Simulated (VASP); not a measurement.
A run of VASP 6.6.1:

POSCAR

```
NaF
1.0
    0.0000000000      2.2972417820      2.2972417820
    2.2972417820      0.0000000000      2.2972417820
    2.2972417820      2.2972417820      0.0000000000
Na F
1 1
Direct
    0.0000000000      0.0000000000      0.0000000000
    0.5000000000      0.5000000000      0.5000000000
```

INCAR.step1

```
SYSTEM = NaF
ALGO = Normal
EDIFF = 1E-4
ENCUT = 520
GGA = PE
ISMEAR = 0
LASPH = .True.
LCHARG = .False.
LREAL = .False.
LWAVE = .True.
NBANDS = 14
NELM = 80
PREC = Accurate
SIGMA = 0.01
```

File INCAR.step2:

```
SYSTEM = NaF
ALGO = Normal
EDIFF = 1E-7
ENCUT = 520
ISIF = 2
ISMEAR = 0
ISTART = 1
LASPH = .True.
LCHARG = .True.
LELF = .True.
LMIXTAU = .True.
LREAL = .False.
LVHAR = .True.
LWAVE = .False.
METAGGA = R2SCAN
NBANDS = 14
NELM = 80
PREC = Accurate
SIGMA = 0.01
```

Contents of KPOINTS:

```
k-points
0
Gamma
  10 10 10
  0 0 0
```

Potentials or basis: VASP PAW PBE potentials, release 64 (Na_pv, F).

The run is started by

```sh
$ cat potpaw_PBE.64/Na_pv/POTCAR potpaw_PBE.64/F/POTCAR > POTCAR
$ cp INCAR.step1 INCAR
$ mpirun -np 1 vasp_std > vasp.out
$ cp INCAR.step2 INCAR
$ mpirun -np 1 vasp_std > vasp.out
```

Hardware: 1 thread of Intel(R) Xeon(R) Platinum 8259CL CPU @ 2.50GHz (Skylake/Cascade Lake), on a shared host.

**Question.** Estimate the wall time of this run.

**Answer.** Run time: 36 s on 1 thread of Intel(R) Xeon(R) Platinum 8259CL CPU @ 2.50GHz (Skylake/Cascade Lake), with other jobs on the host, peak memory 0.14 GiB. Counts: k points 47.
